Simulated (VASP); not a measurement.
A run of VASP 6.6.1:

File INCAR:

```
ALGO = Normal ; EDIFF = 1E-7
ENCUT = 520 ; GGA = PE
ISIF = 2 ; ISMEAR = -1
ISPIN = 2 ; LASPH = True
LCHARG = False ; LMAXMIX = 4
LORBIT = 11 ; LREAL = False
LWAVE = False ; MAGMOM = 1.5
NBANDS = 15 ; NELM = 150
PREC = Accurate ; SIGMA = 0.05
```

File KPOINTS:

```
k-points
0
Gamma
  20 20 20
```

POSCAR

```
Ni
1.0
    0.0530385000      1.7944692500      1.7944692500
    1.7944692500      0.0530385000      1.7944692500
    1.7944692500      1.7944692500      0.0530385000
Ni
1
Direct
    0.0000000000      0.0000000000      0.0000000000
```

Potentials or basis: VASP PAW PBE potentials, release 64 (Ni).

Launch:

```bash
$ cat potpaw_PBE.64/Ni/POTCAR > POTCAR
$ mpirun -np 1 vasp_std > vasp.out
```

Hardware: 1 thread of AMD EPYC 9R45 96-Core Processor (Zen 5) (shared host).

Estimate the wall time of this run.

It took 3.3 min on 1 thread of AMD EPYC 9R45 96-Core Processor (Zen 5) (shared host), peak memory 0.26 GiB. Counts: scf iterations 14, k points 781.
